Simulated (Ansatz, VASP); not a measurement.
Two plane-wave programs on CrMo3

INCAR

```
  ALGO = Normal
  EDIFF = 1E-7
  ENCUT = 520
  GGA = PE
  ISIF = 2
  ISMEAR = 0
  ISPIN = 2
  LASPH = T
  LCHARG = F
  LMAXMIX = 4
  LORBIT = 11
  LREAL = F
  LWAVE = F
  MAGMOM = 3 0 0 0
  NBANDS = 39
  NELM = 150
  PREC = Accurate
  SIGMA = 0.1
```

Contents of KPOINTS:

```
k-points
0
Gamma
  6 6 6
```

POSCAR

```
CrMo3
1.0
    3.7945616562      0.0000000000      0.0000000000
    0.0000000000      3.7945616562      0.0000000000
    0.0000000000      0.0000000000      3.7945616562
Cr Mo
1 3
Direct
    0.0000000000      0.0000000000      0.0000000000
    0.0000000000      0.5000000000      0.5000000000
    0.5000000000      0.0000000000      0.5000000000
    0.5000000000      0.5000000000      0.0000000000
```

Input for Ansatz:

```yaml
crystal:
  lattice:
    - [3.7945616562, 0.0, 0.0]
    - [0.0, 3.7945616562, 0.0]
    - [0.0, 0.0, 3.7945616562]
  atoms:
    - { symbol: Cr, position: [0.0, 0.0, 0.0], spin: 3.0 }
    - { symbol: Mo, position: [0.0, 0.5, 0.5] }
    - { symbol: Mo, position: [0.5, 0.0, 0.5] }
    - { symbol: Mo, position: [0.5, 0.5, 0.0] }
basis:
  ecutwfc: 420
kpoints:
  mp_grid: { grid: [6, 6, 6] }
hamiltonian:
  xc: pbe
scf:
  occupations: { method: gaussian, width: 0.1 }
  lower_state_search: "off"
output:
  forces: true
  stress: true
  eigenvalues: true
  populations: true
magnetization:
  spin_polarized: true
```

Alike in both runs: task single point; functional PBE; k mesh 6 × 6 × 6; occupations gaussian, width 0.1 eV; collinear spin.

|  | VASP | Ansatz |
| --- | --- | --- |
| version | VASP 6.6.1 | Ansatz 0.2.0 |
| potentials or method | VASP PAW PBE potentials, release 64 (Cr_pv, Mo_sv), cutoff 520 eV | scalar-relativistic, plane waves, PAW |
| valence electrons in the cell | 54 | 56 |

```tsv
	VASP	Ansatz	Ansatz less VASP
gap on the k mesh at the Fermi level (eV)	none	none	-
net moment per atom (μB)	0.06	0.04	-0.018
size of the moment on the site where the two differ most (μB)	0.24	0.17	-0.074
```

Site moments also hang on the region over which each program counts them. A gap of «none» marks a metal or a gap that the smearing closes. VASP's potentials hold 54 valence electrons a cell and Ansatz's 56, so a difference there can come from the potentials and not from the codes. Ansatz's warnings: seeded moment not kept.
